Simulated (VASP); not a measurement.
NaI:

```
I Na
1.0
     0.00000    3.21468    3.21468
     3.21468    0.00000    3.21468
     3.21468    3.21468    0.00000
I Na
1 1
Direct
  0.50000 0.50000 0.50000
  0.00000 0.00000 0.00000
```

Base run:

```yaml
Program: VASP 6.6.1
Functional: PBEsol
Potentials_or_basis: VASP PAW PBE potentials, release 64 (I, Na_pv)
Cutoff: 520 eV
k_mesh: 7 × 7 × 7
Occupations: fermi-dirac, width 0.05 eV
Spin: no spin polarisation
```

Its results: band gap on the k mesh 3.56 eV, direct; pressure -0.2 GPa.

Task: After a change of settings the same cell gave: band gap on the k mesh 3.70 eV, direct; pressure 0.8 GPa. Which change was it?
A. functional from PBEsol to PBE
B. functional from PBEsol to PBE0; k mesh from 7 × 7 × 7 to 4 × 4 × 4
C. functional from PBEsol to LDA; potentials or basis from VASP PAW PBE potentials, release 64 (I, Na_pv) to VASP PAW LDA potentials, release 64 (I, Na_pv)
D. functional from PBEsol to r2SCAN; further incar settings from ALGO = Normal; EDIFF = 1e-06; NBANDS = 14 to ALGO = Normal; EDIFF = 1e-07; NBANDS = 14

Result: A.

PBE binds less tightly than PBEsol, so the same cell stands under more pressure.

Caveats: spin-orbit coupling is left out, which moves the levels of the heavy elements; the PAW data sets were made with another functional, which shifts forces and pressure a little (some runs).
